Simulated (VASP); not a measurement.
# CaGeN (P-6m2) in VASP: single point with PBE

Aim: the single point of CaGeN with PBE.

All numbers are computed with VASP 6.6.1; they aren't measurements. Logs are shortened: lines on timing, memory, paths and dates and some standing lists are left out, and cuts for length are marked.

## (1) The cell of the first run

It takes space group P-6m2 (No. 187, hexagonal). The conventional cell has a = 3.814 Å, b = 3.814 Å, c = 4.066 Å, α = 90.00°, β = 90.00°, γ = 120.00°. Ca (site symmetry -6m2) has 6 Ge at 3.00 Å and 6 N at 3.00 Å and 6 Ca at 3.81 Å within 3.9 Å. Within 2.9 Å of Ge (site symmetry -6m2) lie 3 N at 2.20 Å. N (site symmetry -6m2) has 3 Ge at 2.20 Å within 2.9 Å.

## (2) Single point, PBE

INCAR

```
SYSTEM = CaGeN
ALGO = Normal ; EDIFF = 1E-7
ENCUT = 520 ; GGA = PE
ISIF = 2 ; ISMEAR = 0
LASPH = .TRUE. ; LCHARG = .FALSE.
LREAL = .FALSE. ; LWAVE = .FALSE.
NBANDS = 22 ; NELM = 80
PREC = Accurate ; SIGMA = 0.1
```

KPOINTS

```
k-points
0
G
  12 12 12
  0 0 0
```

POSCAR

```
CaGeN
1.0
    3.8136885142      0.0000000000      0.0000000000
   -1.9068442571      3.3027511354      0.0000000000
    0.0000000000      0.0000000000      4.0655272581
Ca Ge N
1 1 1
Direct
    0.0000000000      0.0000000000      0.0000000000
    0.3333333333      0.6666666667      0.5000000000
    0.6666666667      0.3333333333      0.5000000000
```

Potentials or basis: VASP PAW PBE potentials, release 64 (Ca_sv, Ge_d, N).

Command:

```
cat potpaw_PBE.64/Ca_sv/POTCAR potpaw_PBE.64/Ge_d/POTCAR potpaw_PBE.64/N/POTCAR > POTCAR
mpirun -np 1 vasp_std > vasp.out
```

OUTCAR:

```text
SYSTEM = CaGeN
   EDIFF = 1E-7
   ENCUT = 520
   GGA = PE
   ISIF = 2
   ISMEAR = 0
   LASPH = .TRUE.
   LREAL = .FALSE.
   NELM = 80
   PREC = Accurate

 ion  position               nearest neighbor table
   1  0.000  0.000  0.000-   2 3.00   2 3.00   2 3.00   2 3.00   2 3.00   2 3.00
   2  0.333  0.667  0.500-   3 2.20   3 2.20   3 2.20   1 3.00   1 3.00   1 3.00   1 3.00   1 3.00
                             1 3.00
   3  0.667  0.333  0.500-   2 2.20   2 2.20   2 2.20

  LATTYP: Found a hexagonal cell.
 ALAT       =     3.8136885142
 C/A-ratio  =     1.0660354780

  Lattice vectors:

 A1 = (   3.8136885142,   0.0000000000,   0.0000000000)
 A2 = (  -1.9068442571,   3.3027511354,   0.0000000000)
 A3 = (   0.0000000000,   0.0000000000,   4.0655272581)

Analysis of symmetry for initial positions (statically):
=====================================================================
 Subroutine PRICEL returns:
 Original cell was already a primitive cell.

 Routine SETGRP: Setting up the symmetry group for a
 hexagonal supercell.

 Subroutine GETGRP returns: Found 12 space group operations
 (whereof 12 operations were pure point group operations)
 out of a pool of 24 trial point group operations.

The static configuration has the point symmetry D_3h.

Analysis of symmetry for dynamics (positions and initial velocities):
=====================================================================
 Subroutine PRICEL returns:
 Original cell was already a primitive cell.

 Routine SETGRP: Setting up the symmetry group for a
 hexagonal supercell.

 Subroutine GETGRP returns: Found 12 space group operations
 (whereof 12 operations were pure point group operations)
 out of a pool of 24 trial point group operations.

The dynamic configuration has the point symmetry D_3h.

 Subroutine INISYM returns: Found 12 space group operations
 (whereof 12 operations are pure point group operations),
 and found     1 'primitive' translations

----------------------------------------------------------------------------------------

                                     Primitive cell

  volume of cell :      51.2080

  direct lattice vectors                    reciprocal lattice vectors
     3.813688514  0.000000000  0.000000000     0.262213339  0.151388942  0.000000000
    -1.906844257  3.302751135  0.000000000     0.000000000  0.302777884  0.000000000
     0.000000000  0.000000000  4.065527258     0.000000000  0.000000000  0.245970556

  length of vectors
     3.813688514  3.813688514  4.065527258     0.302777884  0.302777884  0.245970556

  position of ions in fractional coordinates (direct lattice)
     0.000000000  0.000000000  0.000000000
     0.333333333  0.666666667  0.500000000
     0.666666667  0.333333333  0.500000000

  ion indices of the primitive-cell ions
   primitive index   ion index
                 1           1
                 2           2
                 3           3

----------------------------------------------------------------------------------------

 KPOINTS: k-points

Automatic generation of k-mesh.
 Grid dimensions read from file:
 generate k-points for:   12   12   12

 Generating k-lattice:

  Cartesian coordinates                     Fractional coordinates (reciprocal lattice)
     0.021851112  0.012615745  0.000000000     0.083333333  0.000000000  0.000000000
     0.000000000  0.025231490  0.000000000     0.000000000  0.083333333  0.000000000
     0.000000000  0.000000000  0.020497546     0.000000000  0.000000000  0.083333333

  Length of vectors
     0.025231490  0.025231490  0.020497546

  Shift w.r.t. Gamma in fractional coordinates (k-lattice)
     0.000000000  0.000000000  0.000000000

 Subroutine IBZKPT returns following result:
 ===========================================

 Found    133 irreducible k-points:

 Following reciprocal coordinates:
            Coordinates               Weight
  0.000000  0.000000  0.000000      1.000000
  0.083333 -0.000000  0.000000      6.000000
  0.166667 -0.000000  0.000000      6.000000
  0.250000  0.000000  0.000000      6.000000
  0.333333 -0.000000  0.000000      6.000000
  0.416667  0.000000  0.000000      6.000000
[... 16 lines left out ...]
  0.250000  0.000000  0.083333     12.000000
  0.333333 -0.000000  0.083333     12.000000
 [... further k-points ...]
   k-points           NKPTS =    133   k-points in BZ     NKDIM =    133   number of bands    NBANDS=     22
   number of dos      NEDOS =    301   number of ions     NIONS =      3
   total plane-waves  NPLWV =  23520
   dimension x,y,z NGX =    28 NGY =   28 NGZ =   30
   dimension x,y,z NGXF=    56 NGYF=   56 NGZF=   60
   ions per type =               1   1   1
   NGX,Y,Z   is equivalent  to a cutoff of  12.21, 12.21, 12.27 a.u.
   NGXF,Y,Z  is equivalent  to a cutoff of  24.41, 24.41, 24.53 a.u.
 SYSTEM =  CaGeN
   PREC   = accura    normal or accurate (medium, high low for compatibility)
   ISTART =      0    job   : 0-new  1-cont  2-samecut
   ICHARG =      2    charge: 1-file 2-atom 10-const
   ISPIN  =      1    spin polarized calculation?
   LNONCOLLINEAR =      F non collinear calculations
   LSORBIT =      F    spin-orbit coupling
   LASPH  =      T    aspherical Exc in radial PAW
   ENCUT  =  520.0 eV  38.22 Ry    6.18 a.u.   7.09  7.09  7.56*2*pi/ulx,y,z
   NELM   =     80;   NELMIN=  2; NELMDL= -5     # of ELM steps
   EDIFF  = 0.1E-06   stopping-criterion for ELM
   LREAL  =      F    real-space projection
   EDIFFG = 0.1E-05   stopping-criterion for IOM
   NSW    =      0    number of steps for IOM
   IBRION =     -1    ionic relax: 0-MD 1-quasi-New 2-CG
   NFREE  =      0    steps in history (QN), initial steepest desc. (CG)
   ISIF   =      2    stress and relaxation
   ISYM   =      2    0-nonsym 1-usesym 2-fastsym
   POTIM  = 0.5000    time-step for ionic-motion
   TEBEG  =    0.0;   TEEND  =   0.0 temperature during run
   PSTRESS=    0.0 pullay stress
   NELECT =      29.0000    total number of electrons
   NUPDOWN=      -1.0000    fix difference up-down
   EMIN   =  10.00;   EMAX   =-10.00  energy-range for DOS
   EFERMI =   0.00;   METHOD = LEGACY
   ISMEAR =     0;   SIGMA  =   0.10  broadening in eV -4-tet -1-fermi 0-gaus
   EFERMI_NEDOS =   21; number of points for ismear=-14 and -15
   IALGO  =     38    algorithm
   IMIX   =      4    mixing-type and parameters
     AMIX     =   0.40;   BMIX     =  1.00
     AMIX_MAG =   1.60;   BMIX_MAG =  1.00
  volume/ion in A,a.u.               =      17.07       115.19
  Fermi-wavevector in a.u.,A,eV,Ry     =   1.354445  2.559531 24.960193  1.834522
  Thomas-Fermi vector in A             =   2.481616
   LORBIT       =      0    0 simple, 1 ext, 2 COOP (PROOUT), +10 PAW based schemes
   GGA     = PE    functional components
   LHFCALC =     F    Hartree Fock is set to
   AEXX    =    0.0000 exact exchange contribution
   IVDW    =     0    specifies the selected vdW correction
   LEPSILON=     F    determine dielectric tensor
   LRPA    =     F    only Hartree local field effects (RPA)
 non-spin polarized calculation
 Gauss-broadening in eV      SIGMA  =   0.10
  energy-cutoff  :      520.00
  volume of cell :       51.21
 maximum number of plane-waves:      1413
   NGX = 15   NGY = 15   NGZ = 15

 number of electron      28.9999998 magnetization

 Free energy of the ion-electron system (eV)
  ---------------------------------------------------
  ext. energy  EPLUGINS =         0.00000000
  ---------------------------------------------------
  free energy    TOTEN  =       -14.77547539 eV

  energy without entropy =      -14.77086750  energy(sigma->0) =      -14.77317145

 E-fermi :   5.4342     XC(G=0): -10.4401

 val. band max:        5.4256478152   @ k =   0.3333   0.3333   0.0000
 cond. band min:       5.4457353937   @ k =   0.2500   0.2500   0.3333
 fundamental gap:      0.0200875785
 Fermi energy:         5.4342069344

 k-point     1 :       0.0000    0.0000    0.0000
  band No.  band energies     occupation
      1     -35.6676      2.00000
      2     -19.2583      2.00000
      3     -19.2583      2.00000
      4     -19.1586      2.00000
      5     -19.1586      2.00000
      6     -19.1427      2.00000
[... 14 lines left out ...]
     21      10.1449      0.00000
     22      10.1458      0.00000

 k-point     2 :       0.0833   -0.0000    0.0000
  band No.  band energies     occupation
      1     -35.6666      2.00000
      2     -19.2586      2.00000
      3     -19.2571      2.00000
      4     -19.1594      2.00000
      5     -19.1587      2.00000
      6     -19.1418      2.00000
[... 14 lines left out ...]
     21       9.7968      0.00000
     22      10.2689      0.00000

 k-point     3 :       0.1667   -0.0000    0.0000
  band No.  band energies     occupation
      1     -35.6639      2.00000
      2     -19.2597      2.00000
      3     -19.2541      2.00000
      4     -19.1618      2.00000
      5     -19.1589      2.00000
      6     -19.1394      2.00000
[... 14 lines left out ...]
     21       9.9546      0.00000
     22      10.6210      0.00000

 k-point     4 :       0.2500    0.0000    0.0000
  band No.  band energies     occupation
      1     -35.6602      2.00000
      2     -19.2611      2.00000
      3     -19.2500      2.00000
      4     -19.1651      2.00000
      5     -19.1592      2.00000
      6     -19.1362      2.00000
[... 14 lines left out ...]
     21      10.4405      0.00000
     22      11.1323      0.00000

 k-point     5 :       0.3333   -0.0000    0.0000
  band No.  band energies     occupation
      1     -35.6566      2.00000
      2     -19.2625      2.00000
      3     -19.2458      2.00000
      4     -19.1682      2.00000
      5     -19.1595      2.00000
      6     -19.1330      2.00000
[... 14 lines left out ...]
     21      11.0031      0.00000
     22      11.6686      0.00000

 k-point     6 :       0.4167    0.0000    0.0000
  band No.  band energies     occupation
      1     -35.6539      2.00000
      2     -19.2635      2.00000
      3     -19.2428      2.00000
      4     -19.1706      2.00000
      5     -19.1597      2.00000
      6     -19.1307      2.00000
[... 14 lines left out ...]
     21      11.5119      0.00000
     22      11.5819      0.00000

 k-point     7 :       0.5000    0.0000    0.0000
  band No.  band energies     occupation
      1     -35.6529      2.00000
      2     -19.2639      2.00000
      3     -19.2417      2.00000
      4     -19.1714      2.00000
      5     -19.1598      2.00000
      6     -19.1299      2.00000
[... 324 lines left out ...]
      6     -19.1424      2.00000
[... 14 lines left out ...]
     21      10.3447      0.00000
     22      10.3454      0.00000

 k-point    21 :       0.0833   -0.0000    0.0833
  band No.  band energies     occupation
      1     -35.6663      2.00000
      2     -19.2585      2.00000
      3     -19.2570      2.00000
      4     -19.1597      2.00000
      5     -19.1590      2.00000
      6     -19.1415      2.00000
[... 14 lines left out ...]
     21       9.9658      0.00000
     22      10.4263      0.00000

 k-point    22 :       0.1667   -0.0000    0.0833
  band No.  band energies     occupation
      1     -35.6636      2.00000
      2     -19.2596      2.00000
      3     -19.2540      2.00000
      4     -19.1620      2.00000
      5     -19.1592      2.00000
      6     -19.1391      2.00000
[... 14 lines left out ...]
     21       9.9223      0.00000
     22      10.7017      0.00000

 k-point    23 :       0.2500    0.0000    0.0833
  band No.  band energies     occupation
      1     -35.6600      2.00000
      2     -19.2612      2.00000
      3     -19.2499      2.00000
      4     -19.1650      2.00000
      5     -19.1596      2.00000
      6     -19.1358      2.00000
[... 14 lines left out ...]
     21      10.4080      0.00000
     22      11.1609      0.00000

 k-point    24 :       0.3333   -0.0000    0.0833
  band No.  band energies     occupation
      1     -35.6563      2.00000
      2     -19.2626      2.00000
      3     -19.2458      2.00000
      4     -19.1680      2.00000
      5     -19.1599      2.00000
      6     -19.1326      2.00000
[... 14 lines left out ...]
     21      10.9335      0.00000
     22      11.6721      0.00000

 [... further k-points ...]

------------------------ aborting loop because EDIFF is reached ----------------------------------------

  FORCE on cell =-STRESS in cart. coord.  units (eV):
  Direction    XX          YY          ZZ          XY          YZ          ZX
  --------------------------------------------------------------------------------------
  -------------------------------------------------------------------------------------
  Total        0.0525715      0.0525715      0.0443598      0.0000000     -0.0000000      0.0000000
  in kB        1.6448370      1.6448370      1.3879120      0.0000000     -0.0000000      0.0000000
  external PRESSURE =       1.5591953 kB  Pullay stress =       0.0000000 kB

 VOLUME and BASIS-vectors are now :
 -----------------------------------------------------------------------------
  energy-cutoff  :      520.00
  volume of cell :       51.21
      direct lattice vectors                 reciprocal lattice vectors
     3.813688514  0.000000000  0.000000000     0.262213339  0.151388942  0.000000000
    -1.906844257  3.302751135  0.000000000     0.000000000  0.302777884  0.000000000
     0.000000000  0.000000000  4.065527258     0.000000000  0.000000000  0.245970556

 POSITION                                       TOTAL-FORCE (eV/Angst)
 -----------------------------------------------------------------------------------
      0.00000      0.00000      0.00000         0.000000      0.000000      0.000000
     -0.00000      2.20183      2.03276         0.000000      0.000000      0.000000
      1.90684      1.10092      2.03276        -0.000000      0.000000      0.000000
 -----------------------------------------------------------------------------------
    total drift:                               -0.000003      0.000002     -0.000000

  FREE ENERGIE OF THE ION-ELECTRON SYSTEM (eV)
  ---------------------------------------------------
  free  energy   TOTEN  =       -14.7754753935 eV

  energy  without entropy=      -14.7708675006  energy(sigma->0) =      -14.77317145
```

It took 78 s on 1 thread of Intel Xeon Platinum 8488C (Sapphire Rapids), shared host; peak memory 0.28 GiB.

Results:

```
Free energy : -14.7755 eV
Pressure    : 0.2 GPa
```
